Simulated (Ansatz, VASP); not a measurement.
**CaBr: VASP beside Ansatz**

INCAR

```
PREC = Accurate
ENCUT = 520
EDIFF = 1E-6
ISMEAR = 0
SIGMA = 0.15
LREAL = False
LASPH = True
NELM = 60
ALGO = Normal
ISIF = 2
LWAVE = False
LCHARG = False
GGA = PE
NBANDS = 16
```

The input KPOINTS:

```
regular mesh
0
Gamma
  15 15 12
```

Contents of POSCAR:

```
CaBr
1.0
    4.1350720187      0.0000000000      0.0000000000
   -2.0675360093      3.5810774147      0.0000000000
    0.0000000000      0.0000000000      3.8952840971
Ca Br
1 1
Direct
    0.0000000000      0.0000000000      0.0000000000
    0.3333333333      0.6666666667      0.5000000000
```

Input for Ansatz:

```yaml
crystal:
  lattice:
    - [4.1350720187, 0.0, 0.0]
    - [-2.0675360093, 3.5810774147, 0.0]
    - [0.0, 0.0, 3.8952840971]
  atoms:
    - { symbol: Ca, position: [0.0, 0.0, 0.0] }
    - { symbol: Br, position: [0.3333333333, 0.6666666667, 0.5] }
basis:
  ecutwfc: 420
kpoints:
  mp_grid: { grid: [15, 15, 12] }
hamiltonian:
  xc: pbe
scf:
  occupations: { method: gaussian, width: 0.15 }
output:
  forces: true
  stress: true
  eigenvalues: true
```

Alike in both runs: task single point; functional PBE; k mesh 15 × 15 × 12; occupations gaussian, width 0.15 eV; no spin polarisation.

|  | VASP | Ansatz |
| --- | --- | --- |
| version | VASP 6.6.1 | Ansatz 0.2.0 |
| potentials or method | VASP PAW PBE potentials, release 64 (Ca_sv, Br), cutoff 520 eV | scalar-relativistic, plane waves, PAW |
| valence electrons in the cell | 17 | 17 |

|  | VASP | Ansatz | Ansatz less VASP |
| --- | --- | --- | --- |
| gap on the k mesh at the Fermi level (eV) | none | none | - |
| pressure (GPa) | 0.3 | 0.3 | -0.07 |
| traceless stress, the component that is largest in VASP (GPa) | 2.98 | 2.96 | -0.014 |

A gap of «none» marks a metal or a gap that the smearing closes.
